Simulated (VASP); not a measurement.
The system is B.

```
B
1.0
     2.79125    0.00000    0.00000
    -1.39562    2.41729    0.00000
     0.00000    0.00000    3.16676
B
3
Cartesian
  0.6291 0.0000 1.0556
  -0.3146 0.5449 2.1112
  1.0811 1.8724 0.0000
```

- Program: VASP 6.6.1
- Task: relaxation of cell and atoms
- Functional: PBEsol
- Potentials or basis: VASP PAW PBE potentials, release 64 (B)
- Cutoff: 600 eV
- k mesh: 9 × 9 × 6
- Occupations: gaussian, width 0.1 eV
- Spin: no spin polarisation

At the start: pressure 33.9 GPa; volume 7.12 Å³/atom.

Q: Where does the relaxation end?

A: Over 14 steps the energy falls by 557.9 meV/atom and the volume is 6.61 Å³/atom (-7.2 %); space group P3_121 (No. 152, to 0.1 Å) before, R-3m (No. 166, to 0.1 Å).

The path:
```
step  energy change (eV)  largest force (eV/Å)  pressure (GPa)  volume (Å³)
   1              0.0000                4.8631           33.92        21.37
   2             -0.6965                0.2586          -39.45        26.24
   3             -1.1292                0.4950          -21.08        23.86
   4             -1.5427                0.5203           -9.02        21.29
   5             -1.6150                0.4487            1.05        20.07
   6             -1.6158                0.4317            2.80        19.90
   7             -1.6415                0.1638            0.89        19.90
   8             -1.6500                0.1023           -0.02        19.90
   9             -1.6574                0.0006           -0.73        19.90
  10             -1.6724                0.0036            0.85        19.77
  11             -1.6733                0.0062            1.22        19.74
  12             -1.6733                0.0065            1.29        19.74
  13             -1.6732                0.0044           -1.24        19.95
  14             -1.6738                0.0054            0.12        19.83
```

Final structure:
```
B
1.0
     2.61738    0.00000    0.00000
    -1.30869    2.26672    0.00000
     0.00000    0.00000    3.34297
B
3
Direct
  0.33429 0.00000 0.33333
  0.00000 0.33429 0.66667
  0.66571 0.66571 0.00000
```

Caveat: the PAW data sets were made with another functional, which shifts forces and pressure a little.
